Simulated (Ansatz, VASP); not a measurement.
**W2N in VASP and in Ansatz**

The input INCAR:

```
SYSTEM = W2N
PREC = Accurate ; ENCUT = 520
EDIFF = 1E-6 ; ISMEAR = 0
SIGMA = 0.15 ; LREAL = .False.
LASPH = .True. ; NELM = 80
ALGO = Fast ; ISIF = 2
LWAVE = .False. ; LCHARG = .False.
GGA = PS ; NBANDS = 60
```

KPOINTS

```
regular mesh
0
Gamma
  18 18 4
  0 0 0
```

POSCAR

```
W2N
1.0
    2.8725259163      0.0000000000      0.0000000000
   -1.4362629582      2.4876804166      0.0000000000
    0.0000000000      0.0000000000     17.4516839941
W N
6 3
Direct
    0.0000000000      0.0000000000      0.0759303586
    0.0000000000      0.0000000000      0.9240696414
    0.3333333333      0.6666666667      0.2625177094
    0.6666666667      0.3333333333      0.7374822906
    0.3333333333      0.6666666667      0.4176067748
    0.6666666667      0.3333333333      0.5823932252
    0.0000000000      0.0000000000      0.5000000000
    0.3333333333      0.6666666667      0.1506839328
    0.6666666667      0.3333333333      0.8493160672
```

Input for Ansatz:

```yaml
crystal:
  lattice:
    - [2.8725259163, 0.0, 0.0]
    - [-1.4362629582, 2.4876804166, 0.0]
    - [0.0, 0.0, 17.4516839941]
  atoms:
    - { symbol: W, position: [0.0, 0.0, 0.0759303586] }
    - { symbol: W, position: [0.0, 0.0, 0.9240696414] }
    - { symbol: W, position: [0.3333333333, 0.6666666667, 0.2625177094] }
    - { symbol: W, position: [0.6666666667, 0.3333333333, 0.7374822906] }
    - { symbol: W, position: [0.3333333333, 0.6666666667, 0.4176067748] }
    - { symbol: W, position: [0.6666666667, 0.3333333333, 0.5823932252] }
    - { symbol: "N", position: [0.0, 0.0, 0.5] }
    - { symbol: "N", position: [0.3333333333, 0.6666666667, 0.1506839328] }
    - { symbol: "N", position: [0.6666666667, 0.3333333333, 0.8493160672] }
basis:
  ecutwfc: 420
kpoints:
  mp_grid: { grid: [18, 18, 4] }
hamiltonian:
  xc: pbesol
scf:
  occupations: { method: gaussian, width: 0.15 }
output:
  forces: true
  stress: true
  eigenvalues: true
```

Change from the starting cell: strain +0.025 along x and y, +0.000 along z, atoms carried along.

Alike in both runs: task single point; functional PBEsol; k mesh 18 × 18 × 4; occupations gaussian, width 0.15 eV; no spin polarisation.

```csv
,VASP,Ansatz
version,VASP 6.6.1,Ansatz 0.2.0
potentials or method,"VASP PAW PBE potentials, release 64 (W_sv, N), cutoff 520 eV","scalar-relativistic, plane waves, PAW"
valence electrons in the cell,99,99
```

Ansatz gave:

```
gap on the k mesh at the Fermi level (eV)                     : none
pressure (GPa)                                                : -12.4
traceless stress, the component that is largest in VASP (GPa) : 4.43
rms of the force components (eV/Å)                            : 0.244
```

Problem. What did VASP give for the same quantities?

Solution. gap on the k mesh at the Fermi level (eV): none; pressure (GPa): -11.6; traceless stress, the component that is largest in VASP (GPa): 4.75; rms of the force components (eV/Å): 0.222.

VASP's potentials were made for PBE, not for PBEsol. Atom by atom the forces differ by 0.035 eV/Å (rms over components). A gap of «none» marks a metal or a gap that the smearing closes. With one functional, cell and mesh, what is left measures potentials, basis and numerics.

Spin-orbit coupling is off throughout.
